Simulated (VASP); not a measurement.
**PbO (Litharge): single point with BLYP**

The system is PbO (Litharge).

```
Pb O
1.0
     4.04251    0.00000    0.00000
     0.00000    4.04251    0.00000
     0.00000    0.00000    5.07593
Pb O
2 2
Direct
  0.50000 0.00000 0.76000
  0.00000 0.50000 0.24000
  0.50000 0.50000 0.00000
  0.00000 0.00000 0.00000
```

```
Program             : VASP 6.6.1
Task                : single point
Functional          : BLYP
Potentials or basis : VASP PAW PBE potentials, release 64 (Pb_d, O)
Cutoff              : 600 eV
k mesh              : 7 × 7 × 6
Occupations         : fermi-dirac, width 0.05 eV
Spin                : no spin polarisation
```

The pressure is 3.4 GPa, the largest force is 0.183 eV/Å and the band gap on the k mesh is 1.56 eV, indirect (least direct gap 2.35 eV).

Forces in eV/Å, atoms in the order of the input:
```
Pb   0.000  0.000  0.183
Pb   0.000  0.000 -0.183
O    0.000  0.000  0.000
O    0.000  0.000  0.000
```

Stress tensor (GPa, compression positive):
```
3.90 0.00 0.00
0.00 3.90 0.00
0.00 0.00 2.54
```

Levels at points of the mesh, in eV from the valence-band top:
```csv
k point,band 16,band 17,band 18,band 19,band 20,band 21,band 22,band 23,band 24,band 25
"(0.00, 0.00, 0.00)",-3.80,-1.44,-1.35,-1.35,0.00,2.43,5.44,5.44,5.56,6.50
"(0.00, 0.00, 0.50)",-3.65,-1.48,-1.38,-1.38,-0.78,2.13,3.94,3.94,4.27,8.36
```

Run time: 75 s on 1 thread of AMD EPYC 9R45 96-Core Processor (Zen 5) (shared host), peak memory 0.22 GiB.

Caveat: the PAW data sets were made with another functional, which shifts forces and pressure a little; spin-orbit coupling is left out, which moves the levels of the heavy elements. A k mesh can miss the band edges.
